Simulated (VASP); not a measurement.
Write the native input for VASP 6.6.1 that does the following.

| Property | Result |
| --- | --- |
| Task | relaxation of shape and atoms at fixed volume |
| Functional | PBE |
| Potentials or basis | VASP PAW PBE potentials, release 64 (Ba_sv, Mn_pv, As, F) |
| Cutoff | 600 eV |
| k mesh | 6 × 6 × 2 |
| Occupations | gaussian, width 0.05 eV |
| Spin | collinear spin, antiferromagnetic start |
| Starting moments | [0.0, 0.0, 4.82, -4.82, 0.0, 0.0, 0.0, 0.0] μB |
| Hubbard terms | Mn d U = 3.9 eV |
| Dipole correction | no |
| Further INCAR settings | ALGO = Normal; EDIFF = 1e-07; IBRION = 2; EDIFFG = -0.01; NSW = 60; ISIF = 4 |

The structure of BaMnAsF lies in POSCAR:

```
BaMnAsF
1.0
    4.3921090886      0.0000000000      0.0000000000
    0.0000000000      4.3921090886      0.0000000000
    0.0000000000      0.0000000000      9.7464944876
Ba Mn As F
2 2 2 2
Direct
    0.5000000000      0.0000000000      0.3424037118
    0.0000000000      0.5000000000      0.6575962882
    0.5000000000      0.5000000000      0.0000000000
    0.0000000000      0.0000000000      0.0000000000
    0.5000000000      0.0000000000      0.8410536100
    0.0000000000      0.5000000000      0.1589463900
    0.5000000000      0.5000000000      0.5000000000
    0.0000000000      0.0000000000      0.5000000000
```

This cell differs from its parent crystal: volume scaled by 1.020.

The input as run:

INCAR

```
  ALGO = Normal
  EDIFF = 1E-7
  EDIFFG = -0.01
  ENCUT = 600
  GGA = PE
  GGA_COMPAT = False
  IBRION = 2
  ISIF = 4
  ISMEAR = 0
  ISPIN = 2
  KPAR = 4
  LASPH = True
  LCHARG = False
  LDAU = True
  LDAUJ = 0 0 0 0
  LDAUL = -1 2 -1 -1
  LDAUPRINT = 1
  LDAUTYPE = 2
  LDAUU = 0 3.9 0 0
  LMAXMIX = 4
  LORBIT = 11
  LREAL = False
  LWAVE = False
  MAGMOM = 0 0 4.82 -4.82 0 0 0 0
  NELM = 200
  NELMIN = 4
  NSW = 60
  PREC = Accurate
  SIGMA = 0.05
```

KPOINTS

```
k-points
0
Gamma
  6 6 2
```

Potentials or basis: VASP PAW PBE potentials, release 64 (Ba_sv, Mn_pv, As, F).

Launch:

```bash
$ cat potpaw_PBE.64/Ba_sv/POTCAR potpaw_PBE.64/Mn_pv/POTCAR potpaw_PBE.64/As/POTCAR potpaw_PBE.64/F/POTCAR > POTCAR
$ mpirun -np 4 vasp_std > vasp.out
```

Results of the run:

| Item | Value |
| --- | --- |
| Energy gained by relaxing | 0.4 meV/atom |
| Ionic steps | 5 |
| Pressure after relaxing | -0.5 GPa |
| Largest force after relaxing | 0.007 eV/Å |
| Band gap on the k mesh | 1.37 eV, direct |
| Net moment | 0.00 μB per cell |
| Site moments | Ba +0.00; Mn +4.43, -4.43; As +0.00; F -0.00, +0.00 μB |
| Valence electrons inside the program's atomic spheres | Ba 7.86; Mn 11.35; As 2.81; F 6.09 |

Caveat: spin-orbit coupling is left out, which moves the levels of the heavy elements.

It took 4.3 min on 4 MPI ranks on Intel(R) Xeon(R) 6975P-C (Granite Rapids), with other jobs on the host, peak memory 0.61 GiB a rank.
